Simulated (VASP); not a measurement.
A run of VASP 6.6.1 is set up as follows.

The input INCAR:

```
PREC = Accurate
ENCUT = 520
EDIFF = 1E-7
ISMEAR = -1
SIGMA = 0.05
LREAL = F
LASPH = T
NELM = 80
ALGO = Normal
ISIF = 2
LWAVE = F
LCHARG = F
GGA = PS
NBANDS = 16
```

The input KPOINTS:

```
regular mesh
0
Gamma
  9 9 7
```

File POSCAR:

```
Se
1.0
    4.0389713970      0.0000000000      0.0000000000
   -2.0194856985      3.4978518349      0.0000000000
    0.0000000000      0.0000000000      5.1208287177
Se
3
Direct
    0.2486820442      0.0000000000      0.3333333333
    0.0000000000      0.2486820442      0.6666666667
    0.7513179558      0.7513179558      0.0000000000
```

Potentials or basis: VASP PAW PBE potentials, release 64 (Se).

Launch:

```bash
$ cat potpaw_PBE.64/Se/POTCAR > POTCAR
$ mpirun -np 1 vasp_std > vasp.out
```

(1) Predict the pressure.

(2) Predict the largest force.

Results:

(1) 0.2 GPa.

(2) 0.031 eV/Å.

Caveat: the PAW data sets were made with another functional, which shifts forces and pressure a little.
